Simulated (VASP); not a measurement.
# C (P2_1/m) in VASP: further runs

Runs on C. Level: PBE+D3(BJ). Tasks: single point.

All numbers are computed with VASP 6.6.1; they aren't measurements. Logs are shortened: lines on timing, memory, paths and dates and some standing lists are left out, and cuts for length are marked.

**1. The cell of the first run**

Symmetry: P2_1/m, No. 11, monoclinic system. Conventional cell: a = 2.255 Å, b = 6.898 Å, c = 2.477 Å, α = 90.00°, β = 111.16°, γ = 90.00°. C (site symmetry m) has 3 C at 1.30 to 1.55 Å within 1.7 Å. C (site symmetry m) has 3 C at 1.30 to 1.55 Å within 1.7 Å.

**2. Single point, PBE+D3(BJ) (engineering shear strain xy -0.2000, normal strain along z +0.0233)**

INCAR

```
SYSTEM = C
PREC = Accurate
ENCUT = 520
EDIFF = 1E-6
ISMEAR = 0
SIGMA = 0.15
LREAL = .False.
LASPH = .True.
NELM = 60
ALGO = Normal
ISIF = 2
LWAVE = .False.
LCHARG = .False.
GGA = PE
IVDW = 12
NBANDS = 16
```

KPOINTS

```
regular mesh
0
Gamma
  18 18 6
  0 0 0
```

POSCAR

```
C
1.0
    2.4649495834     -0.2464949583      0.0000000000
   -1.4459456875      2.2579564375      0.0000000000
    0.0000000000      0.0000000000      6.8980931922
C
4
Direct
    0.0000000000      0.0000000000      0.0025000000
    0.0000000000      0.0000000000      0.5025000000
    0.3333333333      0.6666666667      0.0025000000
    0.6666666667      0.3333333333      0.5025000000
```

Potentials or basis: VASP PAW PBE potentials, release 64 (C).

Command:

```sh
cat potpaw_PBE.64/C/POTCAR > POTCAR
mpirun -np 1 vasp_std > vasp.out
```

OUTCAR:

```text
SYSTEM = C
   PREC = Accurate
   ENCUT = 520
   EDIFF = 1E-6
   ISMEAR = 0
   LREAL = .False.
   LASPH = .True.
   NELM = 60
   ISIF = 2
   GGA = PE
   IVDW = 12
 IVDW          = 12

 ion  position               nearest neighbor table
   1  0.000  0.000  0.002-   3 1.30   3 1.43   3 1.55
   2  0.000  0.000  0.502-   4 1.30   4 1.43   4 1.55
   3  0.333  0.667  0.002-   1 1.30   1 1.43   1 1.55
   4  0.667  0.333  0.502-   2 1.30   2 1.43   2 1.55

  LATTYP: Found a simple monoclinic cell.
 ALAT       =     2.2548494899
 B/A-ratio  =     3.0592255594
 C/A-ratio  =     1.0986292804
 COS(beta)  =    -0.3609105083

  Lattice vectors:

 A1 = (   1.0190038959,   2.0114614792,   0.0000000000)
 A2 = (   0.0000000000,   0.0000000000,  -6.8980931922)
 A3 = (  -2.4649495834,   0.2464949583,   0.0000000000)

Analysis of symmetry for initial positions (statically):
=====================================================================
 Subroutine PRICEL returns:
 Original cell was already a primitive cell.

 Routine SETGRP: Setting up the symmetry group for a
 simple monoclinic supercell.

 Subroutine GETGRP returns: Found  4 space group operations
 (whereof  1 operations were pure point group operations)
 out of a pool of  4 trial point group operations.

The static configuration has the point symmetry C_1 .
 The point group associated with its full space group is C_2h.

Analysis of symmetry for dynamics (positions and initial velocities):
=====================================================================
 Subroutine PRICEL returns:
 Original cell was already a primitive cell.

 Routine SETGRP: Setting up the symmetry group for a
 simple monoclinic supercell.

 Subroutine GETGRP returns: Found  4 space group operations
 (whereof  1 operations were pure point group operations)
 out of a pool of  4 trial point group operations.

The dynamic configuration has the point symmetry C_1 .
 The point group associated with its full space group is C_2h.

 Subroutine INISYM returns: Found  4 space group operations
 (whereof  1 operations are pure point group operations),
 and found     1 'primitive' translations

----------------------------------------------------------------------------------------

                                     Primitive cell

  volume of cell :      35.9344

  direct lattice vectors                    reciprocal lattice vectors
[... 91 lines left out ...]
   EDIFF  = 0.1E-05   stopping-criterion for ELM
   LREAL  =      F    real-space projection
   EDIFFG = 0.1E-04   stopping-criterion for IOM
   NSW    =      0    number of steps for IOM
   IBRION =     -1    ionic relax: 0-MD 1-quasi-New 2-CG
   NFREE  =      0    steps in history (QN), initial steepest desc. (CG)
   ISIF   =      2    stress and relaxation
   ISYM   =      2    0-nonsym 1-usesym 2-fastsym
   POTIM  = 0.5000    time-step for ionic-motion
   TEBEG  =    0.0;   TEEND  =   0.0 temperature during run
   PSTRESS=    0.0 pullay stress
   NELECT =      16.0000    total number of electrons
   NUPDOWN=      -1.0000    fix difference up-down
   EMIN   =  10.00;   EMAX   =-10.00  energy-range for DOS
   EFERMI =   0.00;   METHOD = LEGACY
   ISMEAR =     0;   SIGMA  =   0.15  broadening in eV -4-tet -1-fermi 0-gaus
   EFERMI_NEDOS =   21; number of points for ismear=-14 and -15
   IALGO  =     38    algorithm
   IMIX   =      4    mixing-type and parameters
     AMIX     =   0.40;   BMIX     =  1.00
     AMIX_MAG =   1.60;   BMIX_MAG =  1.00
  volume/ion in A,a.u.               =       8.98        60.62
  Fermi-wavevector in a.u.,A,eV,Ry     =   1.250099  2.362345 21.262480  1.562748
  Thomas-Fermi vector in A             =   2.384109
   LORBIT       =      0    0 simple, 1 ext, 2 COOP (PROOUT), +10 PAW based schemes
   GGA     = PE    functional components
   LHFCALC =     F    Hartree Fock is set to
   AEXX    =    0.0000 exact exchange contribution
   IVDW    =    12    specifies the selected vdW correction
   LEPSILON=     F    determine dielectric tensor
   LRPA    =     F    only Hartree local field effects (RPA)
 non-spin polarized calculation
 Gauss-broadening in eV      SIGMA  =   0.15
  energy-cutoff  :      520.00
  volume of cell :       35.93
 maximum number of plane-waves:       986
   NGX =  9   NGY =  9   NGZ = 25

 number of electron      16.0000000 magnetization

 Free energy of the ion-electron system (eV)
  ---------------------------------------------------
  ext. energy  EPLUGINS =         0.00000000
  ---------------------------------------------------
  free energy    TOTEN  =       -34.81601714 eV

  energy without entropy =      -34.81588328  energy(sigma->0) =      -34.81595021

 E-fermi :   4.8174     XC(G=0): -10.1591

 val. band max:        4.6500367195   @ k =   0.3889   0.2222   0.0000
 cond. band min:       5.0053147222   @ k =   0.3889   0.2222   0.0000
 fundamental gap:      0.3552780027
 Fermi energy:         4.8174289571

 k-point     1 :       0.0000    0.0000    0.0000
  band No.  band energies     occupation
      1     -15.2868      2.00000
      2     -15.0520      2.00000
      3      -3.9951      2.00000
      4      -2.3125      2.00000
      5       0.8687      2.00000
      6       0.8860      2.00000
[... 433 lines left out ...]
      3      -2.2788      2.00000
      4      -2.2344      2.00000
      5      -1.8505      2.00000
      6      -1.3783      2.00000
[... 8 lines left out ...]
     15      17.6772      0.00000
     16      17.7805      0.00000

 [... further k-points ...]

------------------------ aborting loop because EDIFF is reached ----------------------------------------

 Edisp (eV)   -0.56906

 E8    (eV) :    -0.1608

  FORCE on cell =-STRESS in cart. coord.  units (eV):
  Direction    XX          YY          ZZ          XY          YZ          ZX
  --------------------------------------------------------------------------------------
  -------------------------------------------------------------------------------------
  Total       5.53404     5.45008    -0.13029    20.57612     0.00000     0.00000
  in kB     246.74135   242.99776    -5.80906   917.40915     0.00000     0.00000
  external pressure =      161.31 kB  Pullay stress =        0.00 kB

 VOLUME and BASIS-vectors are now :
 -----------------------------------------------------------------------------
  energy-cutoff  :      520.00
  volume of cell :       35.93
      direct lattice vectors                 reciprocal lattice vectors
     2.464949583 -0.246494958  0.000000000     0.433444654  0.277568432  0.000000000
    -1.445945688  2.257956437  0.000000000     0.047317973  0.473179731  0.000000000
     0.000000000  0.000000000  6.898093192     0.000000000  0.000000000  0.144967598

 POSITION                                       TOTAL-FORCE (eV/Angst)
 -----------------------------------------------------------------------------------
      0.00000      0.00000      0.01725         2.628677      1.185576      0.000000
      0.00000      0.00000      3.46629        -2.628677     -1.185576      0.000000
     -0.14231      1.42314      0.01725        -2.643858     -1.188940      0.000000
      1.16132      0.58832      3.46629         2.643858      1.188940      0.000000
 -----------------------------------------------------------------------------------
    total drift:                                0.000000     -0.000000      0.000025

  FREE ENERGIE OF THE ION-ELECTRON SYSTEM (eV)
  ---------------------------------------------------
  free  energy   TOTEN  =       -35.3850759054 eV

  energy  without entropy=      -35.3849420497  energy(sigma->0) =      -35.38500898
```

Wall time 3.7 min (1 thread of Intel Xeon 6975P-C (Granite Rapids), shared host); peak memory 0.38 GiB.

What came out:

```yaml
Free_energy: -35.3851 eV
Pressure: 16.1 GPa
Largest_force: 2.899 eV/Å
Dispersion_energy_per_atom: -0.142 eV
```

Forces in eV/Å, atoms in the order of the input:
```
C    2.629  1.186  0.000
C   -2.629 -1.186  0.000
C   -2.644 -1.189  0.000
C    2.644  1.189  0.000
```

Caveat: the cell differs from its parent crystal (engineering shear strain xy -0.2000, normal strain along z +0.0233); the stress differs along the axes, from -1 to 25 GPa; forces of over 1 eV/Å act on the atoms, so gaps and moduli don't describe the material at rest.

**3. Single point, PBE+D3(BJ) (engineering shear strain xy -0.2000, normal strain along z +0.0467)**

INCAR

```
PREC     = Accurate       # precision mode
ENCUT    = 520            # plane-wave cutoff, eV
EDIFF    = 1E-6           # SCF threshold, eV
ISMEAR   = 0              # smearing method
SIGMA    = 0.15           # smearing width, eV
LREAL    = False          # projectors in reciprocal space
LASPH    = True           # aspherical terms in the spheres
NELM     = 80             # most SCF steps
ALGO     = Normal         # electronic algorithm
ISIF     = 2              # what is computed and relaxed
LWAVE    = False          # write WAVECAR
LCHARG   = False          # write CHGCAR
GGA      = PE             # functional
IVDW     = 12             # dispersion correction
NBANDS   = 16             # bands
```

KPOINTS

```
regular mesh
0
Gamma
  18 18 6
```

Changes to POSCAR since step 2:

```diff
@@ -4,3 +4,3 @@
    -1.4459456875      2.2579564375      0.0000000000
-    0.0000000000      0.0000000000      6.8980931922
+    0.0000000000      0.0000000000      7.0558332300
 C
```

Potentials or basis: VASP PAW PBE potentials, release 64 (C).

Command:

```sh
cat potpaw_PBE.64/C/POTCAR > POTCAR
mpirun -np 1 vasp_std > vasp.out
```

Wall time 3.3 min (1 thread of Intel Xeon 6975P-C (Granite Rapids), shared host); peak memory 0.38 GiB.

Results (log left out):

- Free energy: -35.3814 eV
- Pressure: 15.6 GPa
- Largest force: 2.900 eV/Å
- Dispersion energy per atom: -0.139 eV

Forces on the atoms (eV/Å):
```
C    2.633  1.187  0.000
C   -2.633 -1.187  0.000
C   -2.645 -1.190  0.000
C    2.645  1.190  0.000
```

Stress tensor (GPa, compression positive):
```
24.14 89.65  0.00
89.65 23.71  0.00
 0.00  0.00 -1.05
```

Caveat: the cell differs from its parent crystal (engineering shear strain xy -0.2000, normal strain along z +0.0467); the stress differs along the axes, from -1 to 24 GPa; forces of over 1 eV/Å act on the atoms, so gaps and moduli don't describe the material at rest.
